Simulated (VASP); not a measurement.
Write the native input for VASP 6.6.1 that does the following.

```
Task                   : single point
Functional             : PBE
Potentials or basis    : VASP PAW PBE potentials, release 64 (Na_pv, H)
Cutoff                 : 520 eV
k mesh                 : 10 × 10 × 10
Occupations            : fermi-dirac, width 0.02 eV
Spin                   : no spin polarisation
Dipole correction      : no
Further INCAR settings : ALGO = Normal; EDIFF = 1e-07; NBANDS = 11
```

The structure of NaH lies in POSCAR:

```
NaH
1.0
    0.0000000000      2.3975122828      2.3975122828
    2.3975122828      0.0000000000      2.3975122828
    2.3975122828      2.3975122828      0.0000000000
Na H
1 1
Direct
    0.0000000000      0.0000000000      0.0000000000
    0.5000000000      0.5000000000      0.5000000000
```

One way to write it, as run:

INCAR

```
PREC = Accurate ; ENCUT = 520
EDIFF = 1E-7 ; ISMEAR = -1
SIGMA = 0.02 ; LREAL = F
LASPH = T ; NELM = 100
ALGO = Normal ; ISIF = 2
LWAVE = F ; LCHARG = F
GGA = PE ; NBANDS = 11
```

KPOINTS

```
regular mesh
0
Gamma
  10 10 10
```

Potentials or basis: VASP PAW PBE potentials, release 64 (Na_pv, H).

Command:

```console
$ cat potpaw_PBE.64/Na_pv/POTCAR potpaw_PBE.64/H/POTCAR > POTCAR
$ mpirun -np 1 vasp_std > vasp.out
```

Results of the run:

```yaml
Pressure: 0.5 GPa
Band_gap_on_the_k_mesh: 3.82 eV (least direct gap 4.67 eV)
```

It took 11 s on 1 thread of Intel(R) Xeon(R) Platinum 8488C (Sapphire Rapids), on a shared host, peak memory 0.15 GiB.
